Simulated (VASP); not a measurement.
Write the native input for VASP 6.6.1 that does the following.

```yaml
Task: single point
Functional: RPBE
Potentials_or_basis: VASP PAW PBE potentials, release 64 (Pt)
Cutoff: 520 eV
k_mesh: 13 × 13 × 13
Occupations: fermi-dirac, width 0.1 eV
Spin: no spin polarisation
Dipole_correction: no
Further_INCAR_settings: ALGO = Normal; EDIFF = 1e-06; NBANDS = 11
```

The structure of Pt lies in POSCAR:

```
Pt
1.0
    2.7116128551      0.0000000000      0.0000000000
    0.0000000000      2.7116128551      0.0000000000
    0.0000000000      0.0000000000      2.7116128551
Pt
1
Direct
    0.0000000000      0.0000000000      0.0000000000
```

This cell differs from its parent crystal: volume scaled by 1.08.

One way to write it, as run:

INCAR

```
SYSTEM = Pt
  ALGO = Normal
  EDIFF = 1E-6
  ENCUT = 520
  GGA = RP
  ISIF = 2
  ISMEAR = -1
  LASPH = .TRUE.
  LCHARG = .FALSE.
  LREAL = .FALSE.
  LWAVE = .FALSE.
  NBANDS = 11
  NELM = 60
  PREC = Accurate
  SIGMA = 0.1
```

KPOINTS

```
k-points
0
G
  13 13 13
  0 0 0
```

Potentials or basis: VASP PAW PBE potentials, release 64 (Pt).

Command:

```bash
$ cat potpaw_PBE.64/Pt/POTCAR > POTCAR
$ mpirun -np 1 vasp_std > vasp.out
```

Results of the run:

```
Pressure               : -10.7 GPa
Band gap on the k mesh : zero (band 5 reaches 8.32 eV, above the bottom of band 6 at 5.95 eV)
```

Caveat: the PAW data sets were made with another functional, which shifts forces and pressure a little; spin-orbit coupling is left out, which moves the levels of the heavy elements.

Run time: 6.4 s on 1 thread of Intel(R) Xeon(R) 6975P-C (Granite Rapids), with other jobs on the host, peak memory 0.13 GiB.
